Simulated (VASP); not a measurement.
A run of VASP 6.6.1:

Contents of INCAR:

```
PREC = Accurate
ENCUT = 520
EDIFF = 1E-7
ISMEAR = 0
SIGMA = 0.15
LREAL = False
LASPH = True
NELM = 100
ALGO = Normal
ISIF = 2
LWAVE = False
LCHARG = False
NBANDS = 26
```

File KPOINTS:

```
regular mesh
0
Gamma
  6 6 6
```

Contents of POSCAR:

```
Si
1.0
    5.0766278721      2.6256074519      1.8083068679
   -4.7646695602      2.3139242452      1.4774322473
   -0.1139464190     -5.0772300052      1.8421347382
Si
8
Direct
    0.0306052496      0.7415289994      0.5471804511
    0.9545632370      0.2628383534      0.4680082042
    0.7090229231      0.7006179894      0.7019635776
    0.2893963958      0.4846611958      0.9972648665
    0.4697098873      0.9744422223      0.2727185951
    0.7324411214      0.5381275036      0.0255601827
    0.2853548799      0.2756206194      0.2725563552
    0.5289063059      0.0221631166      0.7147477675
```

Potentials or basis: VASP PAW LDA potentials, release 64 (Si).

Command:

```sh
$ cat potpaw_LDA.64/Si/POTCAR > POTCAR
$ mpirun -np 1 vasp_std > vasp.out
```

Hardware: 1 thread of Intel(R) Xeon(R) 6975P-C (Granite Rapids), with other jobs on the host.

**Question.** How long does it take, and how much memory?

**Answer.** Run time: 3.2 min on 1 thread of Intel(R) Xeon(R) 6975P-C (Granite Rapids), with other jobs on the host, peak memory 0.37 GiB. Counts: scf iterations 14, k points 112.
